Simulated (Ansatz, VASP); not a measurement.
**Ni3I in VASP and in Ansatz**

```
CELL_PARAMETERS angstrom
4.12243 0.00000 0.00000
0.00000 4.12243 0.00000
0.00000 0.00000 4.12243
ATOMIC_POSITIONS crystal
Ni 0.00000 0.50000 0.50000
Ni 0.50000 0.00000 0.50000
Ni 0.50000 0.50000 0.00000
I 0.00000 0.00000 0.00000
```

Alike in both runs: task relaxation of cell and atoms; functional PBE; k mesh 4 × 4 × 4; occupations gaussian, width 0.1 eV; collinear spin.

|  | VASP | Ansatz |
| --- | --- | --- |
| version | VASP 6.6.1 | Ansatz 0.2.0 |
| potentials or method | VASP PAW PBE potentials, release 64 (Ni, I), cutoff 600 eV | scalar-relativistic, plane waves, PAW |
| valence electrons in the cell | 37 | 71 |

Ansatz gave:

| Property | Result |
| --- | --- |
| gap on the k mesh at the Fermi level, each at its own relaxed structure (eV) | none |
| net moment per atom (μB) | 0.22 |
| size of the moment on the site where the two differ most (μB) | 0.29 |
| relaxed volume (Å³/atom) | 13.85 |
| relaxed cell length with the largest relative difference (Å) | 3.813 |

Question: What did VASP give for the same quantities?

Answer: gap on the k mesh at the Fermi level, each at its own relaxed structure (eV): none; net moment per atom (μB): 0.20; size of the moment on the site where the two differ most (μB): 0.26; relaxed volume (Å³/atom): 13.85; relaxed cell length with the largest relative difference (Å): 3.812.

Site moments also hang on the region over which each program counts them. A gap of «none» marks a metal or a gap that the smearing closes. VASP's potentials hold 37 valence electrons a cell and Ansatz's 71, so a difference there can come from the potentials and not from the codes.

The k mesh is coarse, so the values compare programs but aren't converged. Spin-orbit coupling is off throughout. Noted on VASP's run: the volume moved by over 15 % at a fixed basis, so the end points are rough.
